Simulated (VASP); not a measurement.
# Ru (Fm-3m) in VASP: single point with PBE

Aim: the single point of Ru with PBE.

Program: VASP 6.6.1. These are calculated values, not measurements. Logs are shortened: lines on timing, memory, paths and dates and some standing lists are left out, and cuts for length are marked.

## (1) The cell of the first run

Symmetry: Fm-3m, No. 225, cubic system. Conventional cell: a = 3.703 Å, b = 3.703 Å, c = 3.703 Å, α = 90.00°, β = 90.00°, γ = 90.00°. Ru (site symmetry m-3m) has 12 Ru at 2.62 Å within 3.5 Å.

## (2) Single point, PBE, collinear spin, zero start

File INCAR:

```
SYSTEM = Ru
PREC = Accurate
ENCUT = 500
EDIFF = 1E-6
ISMEAR = -1
SIGMA = 0.1
LREAL = .False.
LASPH = .True.
NELM = 200
ALGO = Normal
ISIF = 2
LWAVE = .False.
LCHARG = .False.
ISPIN = 2
MAGMOM = 0
LORBIT = 11
LMAXMIX = 4
GGA = PE
NBANDS = 17
GGA_COMPAT = .False.
```

File KPOINTS:

```
regular mesh
0
Gamma
  8 8 8
  0 0 0
```

File POSCAR:

```
Ru
1.0
    0.0000000000      1.8515930000      1.8515930000
    1.8515930000      0.0000000000      1.8515930000
    1.8515930000      1.8515930000      0.0000000000
Ru
1
Direct
    0.0000000000      0.0000000000      0.0000000000
```

Potentials or basis: VASP PAW PBE potentials, release 64 (Ru_pv).

Started as:

```
$ cat potpaw_PBE.64/Ru_pv/POTCAR > POTCAR
$ mpirun -np 1 vasp_std > vasp.out
```

OUTCAR:

```text
SYSTEM = Ru
   PREC = Accurate
   ENCUT = 500
   EDIFF = 1E-6
   ISMEAR = -1
   LREAL = .False.
   LASPH = .True.
   NELM = 200
   ISIF = 2
   ISPIN = 2
   LORBIT = 11
   GGA = PE

 ion  position               nearest neighbor table
   1  0.000  0.000  0.000-

  LATTYP: Found a face centered cubic cell.
 ALAT       =     3.7031860000

  Lattice vectors:

 A1 = (   0.0000000000,   1.8515930000,   1.8515930000)
 A2 = (   1.8515930000,   0.0000000000,   1.8515930000)
 A3 = (   1.8515930000,   1.8515930000,   0.0000000000)

Analysis of symmetry for initial positions (statically):
=====================================================================
 Subroutine PRICEL returns:
 Original cell was already a primitive cell.

 Routine SETGRP: Setting up the symmetry group for a
 face centered cubic supercell.

 Subroutine GETGRP returns: Found 48 space group operations
 (whereof 48 operations were pure point group operations)
 out of a pool of 48 trial point group operations.

The static configuration has the point symmetry O_h .

Analysis of symmetry for dynamics (positions and initial velocities):
=====================================================================
 Subroutine PRICEL returns:
 Original cell was already a primitive cell.

 Routine SETGRP: Setting up the symmetry group for a
 face centered cubic supercell.

 Subroutine GETGRP returns: Found 48 space group operations
 (whereof 48 operations were pure point group operations)
 out of a pool of 48 trial point group operations.

The dynamic configuration has the point symmetry O_h .

Analysis of structural, dynamic, and magnetic symmetry:
=====================================================================
 Subroutine PRICEL returns:
 Original cell was already a primitive cell.

 Routine SETGRP: Setting up the symmetry group for a
 face centered cubic supercell.

 Subroutine GETGRP returns: Found 48 space group operations
 (whereof 48 operations were pure point group operations)
 out of a pool of 48 trial point group operations.

The overall configuration has the point symmetry O_h .

 Subroutine INISYM returns: Found 48 space group operations
 (whereof 48 operations are pure point group operations),
 and found     1 'primitive' translations

----------------------------------------------------------------------------------------

                                     Primitive cell

  volume of cell :      12.6960

  direct lattice vectors                    reciprocal lattice vectors
     0.000000000  1.851593000  1.851593000    -0.270037746  0.270037746  0.270037746
     1.851593000  0.000000000  1.851593000     0.270037746 -0.270037746  0.270037746
     1.851593000  1.851593000  0.000000000     0.270037746  0.270037746 -0.270037746

  length of vectors
     2.618547933  2.618547933  2.618547933     0.467719096  0.467719096  0.467719096

  position of ions in fractional coordinates (direct lattice)
     0.000000000  0.000000000  0.000000000

  ion indices of the primitive-cell ions
   primitive index   ion index
                 1           1

----------------------------------------------------------------------------------------

 KPOINTS: regular mesh

Automatic generation of k-mesh.
 Grid dimensions read from file:
 generate k-points for:    8    8    8

 Generating k-lattice:

  Cartesian coordinates                     Fractional coordinates (reciprocal lattice)
    -0.033754718  0.033754718  0.033754718     0.125000000  0.000000000  0.000000000
     0.033754718 -0.033754718  0.033754718     0.000000000  0.125000000  0.000000000
     0.033754718  0.033754718 -0.033754718     0.000000000  0.000000000  0.125000000

  Length of vectors
     0.058464887  0.058464887  0.058464887

  Shift w.r.t. Gamma in fractional coordinates (k-lattice)
     0.000000000  0.000000000  0.000000000

 Subroutine IBZKPT returns following result:
 ===========================================

 Found     29 irreducible k-points:

 Following reciprocal coordinates:
            Coordinates               Weight
  0.000000  0.000000  0.000000      1.000000
  0.125000  0.000000  0.000000      8.000000
  0.250000  0.000000  0.000000      8.000000
  0.375000  0.000000  0.000000      8.000000
  0.500000  0.000000  0.000000      4.000000
  0.125000  0.125000  0.000000      6.000000
[... 16 lines left out ...]
  0.500000  0.250000  0.125000     48.000000
 -0.375000  0.250000  0.125000     24.000000
 [... further k-points ...]
   k-points           NKPTS =     29   k-points in BZ     NKDIM =     29   number of bands    NBANDS=     17
   number of dos      NEDOS =    301   number of ions     NIONS =      1
   total plane-waves  NPLWV =   8000
   dimension x,y,z NGX =    20 NGY =   20 NGZ =   20
   dimension x,y,z NGXF=    40 NGYF=   40 NGZF=   40
   ions per type =               1
   NGX,Y,Z   is equivalent  to a cutoff of  12.70, 12.70, 12.70 a.u.
   NGXF,Y,Z  is equivalent  to a cutoff of  25.40, 25.40, 25.40 a.u.
 SYSTEM =  Ru
   PREC   = accura    normal or accurate (medium, high low for compatibility)
   ISTART =      0    job   : 0-new  1-cont  2-samecut
   ICHARG =      2    charge: 1-file 2-atom 10-const
   ISPIN  =      2    spin polarized calculation?
   LNONCOLLINEAR =      F non collinear calculations
   LSORBIT =      F    spin-orbit coupling
   LASPH  =      T    aspherical Exc in radial PAW
   ENCUT  =  500.0 eV  36.75 Ry    6.06 a.u.   4.77  4.77  4.77*2*pi/ulx,y,z
   NELM   =    200;   NELMIN=  2; NELMDL= -5     # of ELM steps
   EDIFF  = 0.1E-05   stopping-criterion for ELM
   LREAL  =      F    real-space projection
   EDIFFG = 0.1E-04   stopping-criterion for IOM
   NSW    =      0    number of steps for IOM
   IBRION =     -1    ionic relax: 0-MD 1-quasi-New 2-CG
   NFREE  =      0    steps in history (QN), initial steepest desc. (CG)
   ISIF   =      2    stress and relaxation
   ISYM   =      2    0-nonsym 1-usesym 2-fastsym
   POTIM  = 0.5000    time-step for ionic-motion
   TEBEG  =    0.0;   TEEND  =   0.0 temperature during run
   PSTRESS=    0.0 pullay stress
   NELECT =      14.0000    total number of electrons
   NUPDOWN=      -1.0000    fix difference up-down
   EMIN   =  10.00;   EMAX   =-10.00  energy-range for DOS
   EFERMI =   0.00;   METHOD = LEGACY
   ISMEAR =    -1;   SIGMA  =   0.10  broadening in eV -4-tet -1-fermi 0-gaus
   EFERMI_NEDOS =   21; number of points for ismear=-14 and -15
   IALGO  =     38    algorithm
   IMIX   =      4    mixing-type and parameters
     AMIX     =   0.40;   BMIX     =  1.00
     AMIX_MAG =   1.60;   BMIX_MAG =  1.00
  volume/ion in A,a.u.               =      12.70        85.68
  Fermi-wavevector in a.u.,A,eV,Ry     =   1.691331  3.196152 38.920840  2.860601
  Thomas-Fermi vector in A             =   2.773117
   LORBIT       =     11    0 simple, 1 ext, 2 COOP (PROOUT), +10 PAW based schemes
   GGA     = PE    functional components
   LHFCALC =     F    Hartree Fock is set to
   AEXX    =    0.0000 exact exchange contribution
   IVDW    =     0    specifies the selected vdW correction
   LEPSILON=     F    determine dielectric tensor
   LRPA    =     F    only Hartree local field effects (RPA)
 spin polarized calculation
  energy-cutoff  :      500.00
  volume of cell :       12.70
 maximum number of plane-waves:       332
   NGX =  9   NGY =  9   NGZ =  9

 number of electron      13.9999996 magnetization      -0.0000025

 number of electron      13.9999996 magnetization       0.0000049

 Free energy of the ion-electron system (eV)
  ---------------------------------------------------
  ext. energy  EPLUGINS =         0.00000000
  ---------------------------------------------------
  free energy    TOTEN  =        -9.07233098 eV

  energy without entropy =       -9.04689787  energy(sigma->0) =       -9.05961443

 E-fermi :  13.9225     XC(G=0): -14.5372

 val. band max:       13.8862179335   @ k =   0.0000   0.0000   0.0000
 cond. band min:      14.0527988666   @ k =   0.2500   0.0000   0.0000
 fundamental gap:      0.1665809332
 Fermi energy:        13.9224588710

 spin component 1

 k-point     1 :       0.0000    0.0000    0.0000
  band No.  band energies     occupation
      1     -28.4055      1.00000
      2     -28.4055      1.00000
      3     -28.4055      1.00000
      4       5.7188      1.00000
      5      11.1679      1.00000
      6      11.1679      1.00000
[... 9 lines left out ...]
     16      49.6234      0.00000
     17      49.6234      0.00000

 k-point     2 :       0.1250    0.0000    0.0000
  band No.  band energies     occupation
      1     -28.6111      1.00000
      2     -28.4318      1.00000
      3     -28.4318      1.00000
      4       6.3986      1.00000
      5      10.8424      1.00000
      6      11.4372      1.00000
[... 9 lines left out ...]
     16      46.8198      0.00000
     17      47.1366      0.00000
[... 421 lines left out ...]
 k-point    24 :      -0.3750    0.2500    0.1250
  band No.  band energies     occupation
      1     -29.5570      1.00000
      2     -28.9365      1.00000
      3     -28.6948      1.00000
      4       8.7862      1.00000
      5       9.6732      1.00000
      6      11.6713      1.00000
[... 9 lines left out ...]
     16      45.4330      0.00000
     17      51.1731      0.00000

 [... further k-points ...]

 spin component 2

 k-point     1 :       0.0000    0.0000    0.0000
  band No.  band energies     occupation
      1     -28.4055      1.00000
      2     -28.4055      1.00000
      3     -28.4055      1.00000
      4       5.7188      1.00000
      5      11.1679      1.00000
      6      11.1679      1.00000
[... 9 lines left out ...]
     16      49.6234      0.00000
     17      49.6234      0.00000

 k-point     2 :       0.1250    0.0000    0.0000
  band No.  band energies     occupation
      1     -28.6111      1.00000
      2     -28.4318      1.00000
      3     -28.4318      1.00000
      4       6.3986      1.00000
      5      10.8424      1.00000
      6      11.4372      1.00000
[... 9 lines left out ...]
     16      46.8198      0.00000
     17      47.1366      0.00000
[... 421 lines left out ...]
 k-point    24 :      -0.3750    0.2500    0.1250
  band No.  band energies     occupation
      1     -29.5570      1.00000
      2     -28.9365      1.00000
      3     -28.6948      1.00000
      4       8.7862      1.00000
      5       9.6732      1.00000
      6      11.6713      1.00000
[... 9 lines left out ...]
     16      45.4330      0.00000
     17      51.1463      0.00000

 [... further k-points ...]

------------------------ aborting loop because EDIFF is reached ----------------------------------------

  FORCE on cell =-STRESS in cart. coord.  units (eV):
  Direction    XX          YY          ZZ          XY          YZ          ZX
  --------------------------------------------------------------------------------------
  -------------------------------------------------------------------------------------
  Total        2.4933461      2.4933461      2.4933461      0.0000000     -0.0000000      0.0000000
  in kB      314.6491490    314.6491490    314.6491490      0.0000000     -0.0000000      0.0000000
  external PRESSURE =     314.6491490 kB  Pullay stress =       0.0000000 kB

 VOLUME and BASIS-vectors are now :
 -----------------------------------------------------------------------------
  energy-cutoff  :      500.00
  volume of cell :       12.70
      direct lattice vectors                 reciprocal lattice vectors
     0.000000000  1.851593000  1.851593000    -0.270037746  0.270037746  0.270037746
     1.851593000  0.000000000  1.851593000     0.270037746 -0.270037746  0.270037746
     1.851593000  1.851593000  0.000000000     0.270037746  0.270037746 -0.270037746

 POSITION                                       TOTAL-FORCE (eV/Angst)
 -----------------------------------------------------------------------------------
      0.00000      0.00000      0.00000         0.000000      0.000000      0.000000
 -----------------------------------------------------------------------------------
    total drift:                               -0.000000     -0.000000     -0.000000

  FREE ENERGIE OF THE ION-ELECTRON SYSTEM (eV)
  ---------------------------------------------------
  free  energy   TOTEN  =        -9.0723309843 eV

  energy  without entropy=       -9.0468978738  energy(sigma->0) =       -9.05961443

 total charge

# of ion       s       p       d       tot
------------------------------------------
    1        0.437   6.345   6.045  12.827

 magnetization (x)

# of ion       s       p       d       tot
------------------------------------------
    1        0.000   0.000   0.000   0.000
```

It took 33 s on 1 thread of AMD EPYC 7R13, shared host; peak memory 0.1 GiB.

What came out:

```yaml
Free_energy: -9.0723 eV
Pressure: 31.5 GPa
Band_gap_on_the_k_mesh: zero (filled and empty bands overlap)
Net_moment: 0.00 μB per cell
Valence_electrons_inside_the_program's_atomic_spheres: Ru 12.83
```

Levels at points of the mesh, in eV from the Fermi level:
Spin up:
```
           k point  band 5  band 6  band 7  band 8  band 9  band 10
(0.00, 0.00, 0.00)   -2.75   -2.75   -2.75   -0.04   -0.04    10.58
(0.50, 0.00, 0.00)   -2.90   -2.90    1.20    2.05    2.05    10.58
(0.50, 0.50, 0.00)   -6.42    2.00    2.63    2.63    4.02    10.58
```
Spin down:
```tsv
k point	band 5	band 6	band 7	band 8	band 9	band 10
(0.00, 0.00, 0.00)	-2.75	-2.75	-2.75	-0.04	-0.04	10.58
(0.50, 0.00, 0.00)	-2.90	-2.90	1.20	2.05	2.05	10.58
(0.50, 0.50, 0.00)	-6.42	2.00	2.63	2.63	4.02	10.58
```

Caveat: the k points lie up to 0.37 Å⁻¹ apart.
